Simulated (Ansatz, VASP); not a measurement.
# One calculation of MgS, two programs

Contents of POSCAR:

```
MgS
1.0
    0.0000000000      2.6016500000      2.6016500000
    2.6016500000      0.0000000000      2.6016500000
    2.6016500000      2.6016500000      0.0000000000
S Mg
1 1
Direct
    0.5000000000      0.5000000000      0.5000000000
    0.0000000000      0.0000000000      0.0000000000
```

File INCAR.step1:

```
SYSTEM = MgS
PREC = Accurate
ENCUT = 520
EDIFF = 1E-5
ISMEAR = -1
SIGMA = 0.05
LREAL = .False.
LASPH = .True.
NELM = 60
ALGO = Normal
ISIF = 2
LWAVE = .True.
LCHARG = .False.
GGA = PE
NBANDS = 11
```

File INCAR.step2:

```
SYSTEM = MgS
PREC = Accurate
ENCUT = 520
EDIFF = 1E-6
ISMEAR = -1
SIGMA = 0.05
LREAL = .False.
LASPH = .True.
NELM = 60
ALGO = Normal
ISIF = 2
LWAVE = .False.
LCHARG = .False.
METAGGA = R2SCAN
LHFCALC = .True.
AEXX = 0.1
LMIXTAU = .True.
PRECFOCK = Normal
ISTART = 1
NBANDS = 11
```

File KPOINTS:

```
regular mesh
0
Gamma
  5 5 5
  0 0 0
```

input.yaml

```yaml
crystal:
  lattice:
    - [0.0, 2.60165, 2.60165]
    - [2.60165, 0.0, 2.60165]
    - [2.60165, 2.60165, 0.0]
  atoms:
    - { symbol: S, position: [0.5, 0.5, 0.5] }
    - { symbol: Mg, position: [0.0, 0.0, 0.0] }
hamiltonian:
  xc: r2scanh
  pseudopotentials: { kind: paw }
kpoints:
  mp_grid: { grid: [5, 5, 5] }
  band_path:
    path:
      - [[0.0, 0.0, 0.0], [0.5, 0.0, 0.5], [0.5, 0.25, 0.75], [0.375, 0.375, 0.75], [0.0, 0.0, 0.0], [0.5, 0.5, 0.5], [0.625, 0.25, 0.625], [0.5, 0.25, 0.75], [0.5, 0.5, 0.5], [0.375, 0.375, 0.75]]
      - [[0.625, 0.25, 0.625], [0.5, 0.0, 0.5]]
    npoints: 4
scf:
  occupations: { method: fermi_dirac, width: 0.05 }
  n_extra_bands: 6
output:
  forces: true
  stress: true
  eigenvalues: true
  fatbands: false
  write_density: true
  write_potential: true
  elf: true
  volumetric_format: npy
```

Alike in both runs: functional r2SCANh; k mesh 5 × 5 × 5; occupations fermi-dirac, width 0.05 eV; no spin polarisation.

|  | VASP | Ansatz |
| --- | --- | --- |
| version | VASP 6.6.1 | Ansatz 0.2.0 |
| potentials or method | VASP PAW PBE potentials, release 64 (S, Mg) | Ansatz PAW |
| plane-wave cutoff (eV) | 520 | 500 |
| valence electrons in the cell | 8 | 16 |
| task | single point | band structure |

Ansatz gave:

* gap on the k mesh at the Fermi level (eV): 4.48
* pressure (GPa): -0.3

Task: Which values does VASP return?

Result: gap on the k mesh at the Fermi level (eV): 4.45; pressure (GPa): -0.7.

VASP's potentials were made for PBE, not for r2SCANh. With one functional, cell and mesh, what is left measures potentials, basis and numerics. VASP's potentials hold 8 valence electrons a cell and Ansatz's 16, so a difference there can come from the potentials and not from the codes.
